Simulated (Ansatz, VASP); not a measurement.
**Two plane-wave programs on InP**

```
In P
1.0
     0.00000    2.98306    2.98306
     2.98306    0.00000    2.98306
     2.98306    2.98306    0.00000
In P
1 1
Cartesian
  0.0000 0.0000 0.0000
  1.4915 1.4915 1.4915
```

Alike in both runs: task single point; functional r2SCAN; k mesh 6 × 6 × 6; no spin polarisation.

|  | VASP | Ansatz |
| --- | --- | --- |
| version | VASP 6.6.1 | Ansatz 0.2.0 |
| potentials or method | VASP PAW PBE potentials, release 64 (In_d, P) | plane waves, PAW |
| plane-wave cutoff (eV) | 520 | 500 |
| occupations | gaussian, width 0.01 eV | fixed |
| valence electrons in the cell | 18 | 18 |

|  | VASP | Ansatz | Ansatz less VASP |
| --- | --- | --- | --- |
| gap on the k mesh at the Fermi level (eV) | 0.85 | 0.85 | -0.003 |
| pressure (GPa) | -2.0 | -1.9 | +0.10 |

VASP's potentials were made for PBE, not for r2SCAN.
